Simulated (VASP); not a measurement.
Wanted: the native input for a VASP 6.6.1 run.

```
Task                   : single point
Functional             : PBE
Potentials or basis    : VASP PAW PBE potentials, release 64 (Ti_sv, Ge_d, Mo_sv)
Cutoff                 : 520 eV
k mesh                 : 12 × 12 × 6
Occupations            : gaussian, width 0.1 eV
Spin                   : no spin polarisation
Dipole correction      : no
Further INCAR settings : ALGO = Normal; EDIFF = 1e-06; NBANDS = 50
```

The structure of TiGe4Mo lies in POSCAR:

```
TiGe4Mo
1.0
    3.3387942374      0.0000000000      0.0000000000
    0.0000000000      3.3387942374      0.0000000000
    0.0000000000      0.0000000000      8.4967955553
Ti Ge Mo
1 4 1
Direct
    0.5000000000      0.5000000000      0.5000000000
    0.0000000000      0.0000000000      0.6665093028
    0.5000000000      0.5000000000      0.1599245567
    0.0000000000      0.0000000000      0.3334906972
    0.5000000000      0.5000000000      0.8400754433
    0.0000000000      0.0000000000      0.0000000000
```

These files were run (other wordings do the same):

INCAR

```
  PREC = Accurate
  ENCUT = 520
  EDIFF = 1E-6
  ISMEAR = 0
  SIGMA = 0.1
  LREAL = False
  LASPH = True
  NELM = 100
  ALGO = Normal
  ISIF = 2
  LWAVE = False
  LCHARG = False
  GGA = PE
  NBANDS = 50
```

KPOINTS

```
Automatic mesh
0
Gamma
  12 12 6
```

Potentials or basis: VASP PAW PBE potentials, release 64 (Ti_sv, Ge_d, Mo_sv).

Run with:

```bash
$ cat potpaw_PBE.64/Ti_sv/POTCAR potpaw_PBE.64/Ge_d/POTCAR potpaw_PBE.64/Mo_sv/POTCAR > POTCAR
$ mpirun -np 1 vasp_std > vasp.out
```

It gave:

```yaml
Pressure: 0.2 GPa
Largest_force: 0.010 eV/Å
Band_gap_on_the_k_mesh: zero (band 41 reaches 9.71 eV, above the bottom of band 42 at 7.95 eV)
```

It took 19 min on 1 thread of Intel Xeon 8259CL, with other jobs on the host, peak memory 0.55 GiB.
